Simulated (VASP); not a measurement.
# HPt4 in VASP: single point with PBEsol

Aim: the single point of HPt4 with PBEsol.

Everything below comes from runs of VASP 6.6.1. Logs are shortened: lines on timing, memory, paths and dates and some standing lists are left out, and cuts for length are marked.

### 1 The cell of the first run

The cell holds a slab with vacuum, 5 atoms: a = 2.770 Å, b = 2.770 Å, c = 24.877 Å, α = 90.00°, β = 90.00°, γ = 90.00°.

### 2 Single point, PBEsol

File INCAR:

```
ALGO = Fast
DIPOL = 0.5 0.5 0.492
EDIFF = 1E-6
ENCUT = 520
GGA = PS
IDIPOL = 3
ISIF = 2
ISMEAR = 0
LASPH = T
LCHARG = T
LDIPOL = T
LELF = T
LREAL = F
LVACPOTAV = T
LVHAR = T
LWAVE = F
NBANDS = 28
NELM = 60
PREC = Accurate
SIGMA = 0.1
```

File KPOINTS:

```
k-points
0
Gamma
  10 10 1
```

File POSCAR:

```
HPt4
1.0
    2.7704872841      0.0000000000      0.0000000000
    0.0000000000      2.7704872841      0.0000000000
    0.0000000000      0.0000000000     24.8770910374
Pt H
4 1
Direct
    0.5000000000      0.5000000000      0.3416798205
    0.0000000000      0.0000000000      0.4204281896
    0.5000000000      0.5000000000      0.4990568361
    0.0000000000      0.0000000000      0.5788659660
    0.0000000000      0.5000000000      0.6219568896
```

Potentials or basis: VASP PAW PBE potentials, release 64 (Pt, H).

On the command line:

```console
cat potpaw_PBE.64/Pt/POTCAR potpaw_PBE.64/H/POTCAR > POTCAR
mpirun -np 1 vasp_std > vasp.out
```

OUTCAR:

```text
EDIFF = 1E-6
   ENCUT = 520
   GGA = PS
   ISIF = 2
   ISMEAR = 0
   LASPH = T
   LREAL = F
   NELM = 60
   PREC = Accurate

 ion  position               nearest neighbor table
   1  0.500  0.500  0.342-   2 2.77   2 2.77   2 2.77   2 2.77
   2  0.000  0.000  0.420-   3 2.77   3 2.77   3 2.77   3 2.77   1 2.77   1 2.77   1 2.77   1 2.77

   3  0.500  0.500  0.499-   2 2.77   2 2.77   2 2.77   2 2.77   4 2.79   4 2.79   4 2.79   4 2.79

   4  0.000  0.000  0.579-   5 1.75   5 1.75   3 2.79   3 2.79   3 2.79   3 2.79
   5  0.000  0.500  0.622-   4 1.75   4 1.75

  LATTYP: Found a simple tetragonal cell.
 ALAT       =     2.7704872841
 C/A-ratio  =     8.9793196959

  Lattice vectors:

 A1 = (   2.7704872841,   0.0000000000,   0.0000000000)
 A2 = (   0.0000000000,   2.7704872841,   0.0000000000)
 A3 = (   0.0000000000,   0.0000000000,  24.8770910374)

Analysis of symmetry for initial positions (statically):
=====================================================================
 Subroutine PRICEL returns:
 Original cell was already a primitive cell.

 Routine SETGRP: Setting up the symmetry group for a
 simple tetragonal supercell.

 Subroutine GETGRP returns: Found  4 space group operations
 (whereof  4 operations were pure point group operations)
 out of a pool of 16 trial point group operations.

The static configuration has the point symmetry C_2v.

Analysis of symmetry for dynamics (positions and initial velocities):
=====================================================================
 Subroutine PRICEL returns:
 Original cell was already a primitive cell.

 Routine SETGRP: Setting up the symmetry group for a
 simple tetragonal supercell.

 Subroutine GETGRP returns: Found  4 space group operations
 (whereof  4 operations were pure point group operations)
 out of a pool of 16 trial point group operations.

The dynamic configuration has the point symmetry C_2v.

 Subroutine INISYM returns: Found  4 space group operations
 (whereof  4 operations are pure point group operations),
 and found     1 'primitive' translations

----------------------------------------------------------------------------------------

                                     Primitive cell

  volume of cell :     190.9466

  direct lattice vectors                    reciprocal lattice vectors
     2.770487284  0.000000000  0.000000000     0.360947334  0.000000000  0.000000000
     0.000000000  2.770487284  0.000000000     0.000000000  0.360947334  0.000000000
     0.000000000  0.000000000 24.877091037     0.000000000  0.000000000  0.040197626

  length of vectors
     2.770487284  2.770487284 24.877091037     0.360947334  0.360947334  0.040197626

  position of ions in fractional coordinates (direct lattice)
     0.500000000  0.500000000  0.341679820
     0.000000000  0.000000000  0.420428190
     0.500000000  0.500000000  0.499056836
     0.000000000  0.000000000  0.578865966
     0.000000000  0.500000000  0.621956890

  ion indices of the primitive-cell ions
   primitive index   ion index
                 1           1
                 2           2
                 3           3
                 4           4
                 5           5

----------------------------------------------------------------------------------------

 KPOINTS: k-points

Automatic generation of k-mesh.
 Grid dimensions read from file:
 generate k-points for:   10   10    1

 Generating k-lattice:

  Cartesian coordinates                     Fractional coordinates (reciprocal lattice)
     0.036094733  0.000000000  0.000000000     0.100000000  0.000000000  0.000000000
     0.000000000  0.036094733  0.000000000     0.000000000  0.100000000  0.000000000
     0.000000000  0.000000000  0.040197626     0.000000000  0.000000000  1.000000000

  Length of vectors
     0.036094733  0.036094733  0.040197626

  Shift w.r.t. Gamma in fractional coordinates (k-lattice)
     0.000000000  0.000000000  0.000000000

 Subroutine IBZKPT returns following result:
 ===========================================

 Found     36 irreducible k-points:

 Following reciprocal coordinates:
            Coordinates               Weight
  0.000000  0.000000  0.000000      1.000000
  0.100000  0.000000  0.000000      2.000000
  0.000000  0.100000  0.000000      2.000000
  0.200000  0.000000  0.000000      2.000000
  0.000000  0.200000  0.000000      2.000000
  0.300000  0.000000  0.000000      2.000000
[... 16 lines left out ...]
 -0.200000  0.300000  0.000000      4.000000
  0.400000  0.200000  0.000000      4.000000
 [... further k-points ...]
   k-points           NKPTS =     36   k-points in BZ     NKDIM =     36   number of bands    NBANDS=     28
   number of dos      NEDOS =    301   number of ions     NIONS =      5
   total plane-waves  NPLWV = 110592
   dimension x,y,z NGX =    24 NGY =   24 NGZ =  192
   dimension x,y,z NGXF=    48 NGYF=   48 NGZF=  384
   ions per type =               4   1
   NGX,Y,Z   is equivalent  to a cutoff of  14.40, 14.40, 12.83 a.u.
   NGXF,Y,Z  is equivalent  to a cutoff of  28.80, 28.80, 25.66 a.u.
 SYSTEM =  unknown system
   PREC   = accura    normal or accurate (medium, high low for compatibility)
   ISTART =      0    job   : 0-new  1-cont  2-samecut
   ICHARG =      2    charge: 1-file 2-atom 10-const
   ISPIN  =      1    spin polarized calculation?
   LNONCOLLINEAR =      F non collinear calculations
   LSORBIT =      F    spin-orbit coupling
   LASPH  =      T    aspherical Exc in radial PAW
   ENCUT  =  520.0 eV  38.22 Ry    6.18 a.u.   5.15  5.15 46.25*2*pi/ulx,y,z
   NELM   =     60;   NELMIN=  2; NELMDL= -5     # of ELM steps
   EDIFF  = 0.1E-05   stopping-criterion for ELM
   LREAL  =      F    real-space projection
   EDIFFG = 0.1E-04   stopping-criterion for IOM
   NSW    =      0    number of steps for IOM
   IBRION =     -1    ionic relax: 0-MD 1-quasi-New 2-CG
   NFREE  =      0    steps in history (QN), initial steepest desc. (CG)
   ISIF   =      2    stress and relaxation
   ISYM   =      2    0-nonsym 1-usesym 2-fastsym
   POTIM  = 0.5000    time-step for ionic-motion
   TEBEG  =    0.0;   TEEND  =   0.0 temperature during run
   PSTRESS=    0.0 pullay stress
   NELECT =      41.0000    total number of electrons
   NUPDOWN=      -1.0000    fix difference up-down
   EMIN   =  10.00;   EMAX   =-10.00  energy-range for DOS
   EFERMI =   0.00;   METHOD = LEGACY
   ISMEAR =     0;   SIGMA  =   0.10  broadening in eV -4-tet -1-fermi 0-gaus
   EFERMI_NEDOS =   21; number of points for ismear=-14 and -15
   IALGO  =     68    algorithm
   IMIX   =      4    mixing-type and parameters
     AMIX     =   0.40;   BMIX     =  1.00
     AMIX_MAG =   1.60;   BMIX_MAG =  1.00
  volume/ion in A,a.u.               =      38.19       257.71
  Fermi-wavevector in a.u.,A,eV,Ry     =   0.980315  1.852526 13.075427  0.961017
  Thomas-Fermi vector in A             =   2.111235
   LORBIT       =      0    0 simple, 1 ext, 2 COOP (PROOUT), +10 PAW based schemes
   GGA     = PS    functional components
   LHFCALC =     F    Hartree Fock is set to
   AEXX    =    0.0000 exact exchange contribution
   IVDW    =     0    specifies the selected vdW correction
   LEPSILON=     F    determine dielectric tensor
   LRPA    =     F    only Hartree local field effects (RPA)
 non-spin polarized calculation
 RMM-DIIS sequential band-by-band and
 Gauss-broadening in eV      SIGMA  =   0.10
  energy-cutoff  :      520.00
  volume of cell :      190.95
 maximum number of plane-waves:      5176
 NGX is ok and might be reduce to    24
   NGX = 11   NGY = 11   NGZ = 93

 dipolmoment           0.000000      0.000000      0.000379 electrons x Angstroem

 number of electron      40.9999999 magnetization

 dipolmoment           0.000000      0.000000     -0.007481 electrons x Angstroem

 Free energy of the ion-electron system (eV)
  ---------------------------------------------------
  ext. energy  EPLUGINS =         0.00000000
  ---------------------------------------------------
  free energy    TOTEN  =       -29.76849049 eV

  energy without entropy =      -29.72612595  energy(sigma->0) =      -29.74730822

 E-fermi :  -0.3229     XC(G=0):  -5.2067

 val. band max:       -0.3234411093   @ k =   0.0000   0.3000   0.0000
 cond. band min:      -0.3166823677   @ k =   0.0000   0.4000   0.0000
 fundamental gap:      0.0067587416
 Fermi energy:        -0.3229431211

 k-point     1 :       0.0000    0.0000    0.0000
  band No.  band energies     occupation
      1     -10.0687      2.00000
      2      -8.8011      2.00000
      3      -7.4603      2.00000
      4      -6.7979      2.00000
      5      -6.6254      2.00000
      6      -5.9685      2.00000
[... 20 lines left out ...]
     27       5.3505      0.00000
     28       5.8396      0.00000

 k-point     2 :       0.1000    0.0000    0.0000
  band No.  band energies     occupation
      1      -9.8313      2.00000
      2      -8.6363      2.00000
      3      -7.3060      2.00000
      4      -6.6025      2.00000
      5      -6.4511      2.00000
      6      -5.7259      2.00000
[... 20 lines left out ...]
     27       5.5425      0.00000
     28       6.0439      0.00000

 k-point     3 :       0.0000    0.1000    0.0000
  band No.  band energies     occupation
      1      -9.7988      2.00000
      2      -8.5520      2.00000
      3      -7.2477      2.00000
      4      -6.6397      2.00000
      5      -6.4407      2.00000
      6      -5.9182      2.00000
[... 20 lines left out ...]
     27       5.5427      0.00000
     28       6.0571      0.00000

 k-point     4 :       0.2000    0.0000    0.0000
  band No.  band energies     occupation
      1      -9.1927      2.00000
      2      -8.2448      2.00000
      3      -7.0127      2.00000
      4      -6.2975      2.00000
      5      -5.8402      2.00000
      6      -4.9594      2.00000
[... 578 lines left out ...]
     27       7.4278      0.00000
     28       7.7676      0.00000

 k-point    23 :      -0.2000    0.3000    0.0000
  band No.  band energies     occupation
      1      -7.2626      2.00000
      2      -6.7039      2.00000
      3      -6.2312      2.00000
      4      -5.4917      2.00000
      5      -5.4642      2.00000
      6      -5.1817      2.00000
[... 20 lines left out ...]
     27       7.4439      0.00000
     28       7.8090      0.00000

 k-point    24 :       0.4000    0.2000    0.0000
  band No.  band energies     occupation
      1      -6.9053      2.00000
      2      -6.6201      2.00000
      3      -6.2471      2.00000
      4      -5.6477      2.00000
      5      -5.4154      2.00000
      6      -5.1550      2.00000
[... 20 lines left out ...]
     27       7.0180      0.00000
     28       7.4537      0.00000

 [... further k-points ...]
[... 5 lines left out ...]
  --------------------------------------------------------------------------------------
  -------------------------------------------------------------------------------------
  Total       -3.8829944     -4.2866683     -1.0071435      0.0000000      0.0000000      0.0000000
  in kB      -32.5810761    -35.9681867     -8.4506480      0.0000000      0.0000000      0.0000000
  external PRESSURE =     -25.6666370 kB  Pullay stress =       0.0000000 kB

 VOLUME and BASIS-vectors are now :
 -----------------------------------------------------------------------------
  energy-cutoff  :      520.00
  volume of cell :      190.95
      direct lattice vectors                 reciprocal lattice vectors
     2.770487284  0.000000000  0.000000000     0.360947334  0.000000000  0.000000000
     0.000000000  2.770487284  0.000000000     0.000000000  0.360947334  0.000000000
     0.000000000  0.000000000 24.877091037     0.000000000  0.000000000  0.040197626

 POSITION                                       TOTAL-FORCE (eV/Angst)
 -----------------------------------------------------------------------------------
      1.38524      1.38524      8.50000         0.000000      0.000000      0.430095
      0.00000      0.00000     10.45903         0.000000      0.000000     -0.397578
      1.38524      1.38524     12.41508         0.000000      0.000000     -0.005471
      0.00000      0.00000     14.40050         0.000000      0.000000     -0.037495
      0.00000      1.38524     15.47248         0.000000      0.000000      0.010450
 -----------------------------------------------------------------------------------
    total drift:                                0.000000      0.000000      0.000342

  FREE ENERGIE OF THE ION-ELECTRON SYSTEM (eV)
  ---------------------------------------------------
  free  energy   TOTEN  =       -29.7684904899 eV

  energy  without entropy=      -29.7261259507  energy(sigma->0) =      -29.74730822

 vacuum level on the upper side and lower side of the slab         5.282         5.463
```

It took 14 min on 1 thread of AMD EPYC 7R43 (Zen 3), shared host; peak memory 0.39 GiB.

Results:

* Free energy: -29.7685 eV
* Largest force: 0.430 eV/Å

Forces on the atoms (eV/Å):
```
Pt   0.000  0.000  0.430
Pt   0.000  0.000 -0.398
Pt   0.000  0.000 -0.005
Pt   0.000  0.000 -0.037
H    0.000  0.000  0.010
```

Caveat: the PAW data sets were made with another functional, which shifts forces and pressure a little; spin-orbit coupling is left out, which moves the levels of the heavy elements.
